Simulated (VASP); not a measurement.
A run of VASP 6.6.1 is set up as follows.

Contents of INCAR:

```
PREC     = Accurate       # precision mode
ENCUT    = 500            # plane-wave cutoff, eV
EDIFF    = 1E-6           # SCF threshold, eV
ISMEAR   = -1             # smearing method
SIGMA    = 0.05           # smearing width, eV
LREAL    = F              # projectors in reciprocal space
LASPH    = T              # aspherical terms in the spheres
NELM     = 120            # most SCF steps
ALGO     = Normal         # electronic algorithm
ISIF     = 2              # what is computed and relaxed
LWAVE    = F              # write WAVECAR
LCHARG   = T              # write CHGCAR
LELF     = T              # ELF
LVHAR    = T            
NBANDS   = 16             # bands
GGA_COMPAT= F
```

File KPOINTS:

```
Automatic mesh
0
Gamma
  7 7 7
```

The input POSCAR:

```
Ir
1.0
    0.0000000000      2.7382187225      2.7382187225
    2.7382187225      0.0000000000      2.7382187225
    2.7382187225      2.7382187225      0.0000000000
Ir
2
Direct
    1.0000000000      1.0000000000      1.0000000000
    0.2500000000      0.2500000000      0.2500000000
```

Potentials or basis: VASP PAW LDA potentials, release 64 (Ir).

The run is started by

```console
$ cat potpaw_LDA.64/Ir/POTCAR > POTCAR
$ mpirun -np 1 vasp_std > vasp.out
```

Task: Estimate the band gap on the k mesh.

Result: Zero (band 9 reaches 6.56 eV, above the bottom of band 10 at 5.07 eV).

Task: Estimate the pressure.

Result: 0.2 GPa.

Caveat: spin-orbit coupling is left out, which moves the levels of the heavy elements.
